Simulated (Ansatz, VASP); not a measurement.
## Cu in VASP and in Ansatz

Contents of INCAR:

```
SYSTEM = Cu
PREC = Accurate
ENCUT = 520
EDIFF = 1E-7
ISMEAR = -1
SIGMA = 0.1
LREAL = .False.
LASPH = .True.
NELM = 100
ALGO = Normal
ISIF = 2
LWAVE = .False.
LCHARG = .False.
GGA = PE
NBANDS = 36
```

File KPOINTS:

```
regular mesh
0
Gamma
  15 15 1
  0 0 0
```

POSCAR

```
Cu
1.0
    2.5665139635      0.0000000000      0.0000000000
   -1.2832569818      2.2226662916      0.0000000000
    0.0000000000      0.0000000000     24.3822000000
Cu
5
Direct
    0.8333333333      0.1666666667      0.3289492305
    0.1666666667      0.8333333333      0.4141867610
    0.5000000000      0.5000000000      0.4999999962
    0.8333333333      0.1666666667      0.5858132363
    0.1666666667      0.8333333333      0.6710507761
```

Input for Ansatz:

```yaml
crystal:
  lattice:
    - [2.5665139635, 0.0, 0.0]
    - [-1.2832569818, 2.2226662916, 0.0]
    - [0.0, 0.0, 24.3822]
  atoms:
    - { symbol: Cu, position: [0.8333333333, 0.1666666667, 0.3289492305] }
    - { symbol: Cu, position: [0.1666666667, 0.8333333333, 0.414186761] }
    - { symbol: Cu, position: [0.5, 0.5, 0.4999999962] }
    - { symbol: Cu, position: [0.8333333333, 0.1666666667, 0.5858132363] }
    - { symbol: Cu, position: [0.1666666667, 0.8333333333, 0.6710507761] }
kpoints:
  mp_grid: { grid: [15, 15, 1] }
scf:
  occupations: { method: fermi_dirac, width: 0.1 }
hamiltonian:
  xc: pbe
  pseudopotentials: { kind: paw }
output:
  forces: true
  stress: true
  eigenvalues: true
  core_levels:
    shells: { Cu: ["2p"] }
    counted_from: fermi_level
    add_spin: false
```

Alike in both runs: task single point; functional PBE; k mesh 15 × 15 × 1; occupations fermi-dirac, width 0.1 eV; no spin polarisation.

|  | VASP | Ansatz |
| --- | --- | --- |
| version | VASP 6.6.1 | Ansatz 0.2.0 |
| potentials or method | VASP PAW PBE potentials, release 64 (Cu) | PAW with Ansatz's default frozen-core files, scalar-relativistic |
| plane-wave cutoff (eV) | 520 | 420 |
| valence electrons in the cell | 55 | 95 |

Ansatz gave:

```
rms of the force components (eV/Å) : 0.001
```

**Question.** Which values does VASP return?

**Answer.** rms of the force components (eV/Å): 0.007.

Atom by atom the forces differ by 0.007 eV/Å (rms over components). The functional is the same, so the differences come from potentials, cutoffs and numerics. VASP's potentials hold 55 valence electrons a cell and Ansatz's 95, so a difference there can come from the potentials and not from the codes.
